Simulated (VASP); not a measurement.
A run of VASP 6.6.1 is set up as follows.

The input INCAR:

```
SYSTEM = Al3Si8N3
  ALGO = Normal
  EDIFF = 1E-6
  ENCUT = 520
  GGA = PE
  GGA_COMPAT = .False.
  ISIF = 2
  ISMEAR = -1
  ISYM = -1
  LASPH = .True.
  LCHARG = .False.
  LREAL = .False.
  LWAVE = .False.
  NBANDS = 41
  NELM = 120
  PREC = Accurate
  SIGMA = 0.2482
```

File KPOINTS:

```
explicit points
1
Reciprocal
  0.25000000   0.25000000   0.25000000 1
```

The input POSCAR:

```
Al3Si8N3
1.0
    5.7732050000     -0.0648510000     -0.2515370000
   -0.0648510000      5.9471390000      0.0684970000
   -0.2515370000      0.0684970000      6.5273540000
Al N Si
3 3 8
Direct
    0.5613859917      0.7349570672      0.2189527324
    0.0994142484      0.0606223010      0.2733968337
    0.0788499334      0.9099489499      0.8605721250
    0.9191464178      0.2979971284      0.2608613572
    0.5615646360      0.3918055564      1.0185252368
    0.1606976236      0.6756956191      0.0772681052
    0.8862805268      0.2706562845      0.7303769952
    0.0211167082      0.5705414199      0.2904698072
    0.5814424396      0.9381432055      0.8782877858
    0.2196522037      0.3793436301      0.9607627770
    0.8721240111      0.7426510455      0.5383026704
    0.2645975245      0.5865537999      0.5705130887
    0.6254877936      0.1596944396      0.1595030288
    0.3752049910      0.1671843198      0.5642003350
```

Potentials or basis: VASP PAW PBE potentials, release 64 (Al, N, Si).

Launch:

```sh
$ cat potpaw_PBE.64/Al/POTCAR potpaw_PBE.64/N/POTCAR potpaw_PBE.64/Si/POTCAR > POTCAR
$ mpirun -np 1 vasp_std > vasp.out
```

Task: Estimate the pressure.

Result: -2.1 GPa.

Task: Estimate the largest force.

Result: 3.739 eV/Å.

Forces on the atoms (eV/Å):
```
Al  -0.782 -1.149 -0.195
Al   0.660 -1.451  0.073
Al   0.380 -0.428  0.347
N   -1.926  0.140 -0.412
N   -3.302  1.730 -0.291
N    0.290 -1.051  0.149
Si  -0.229 -0.016 -0.615
Si  -0.883 -0.960 -2.356
Si   0.718 -0.138 -2.106
Si   1.718  1.209  0.067
Si  -1.429  0.966  0.842
Si   1.854 -0.091  1.790
Si   1.939  1.236  2.598
Si   0.991  0.004  0.109
```

Caveat: the atoms stand as in a frame of molecular dynamics.
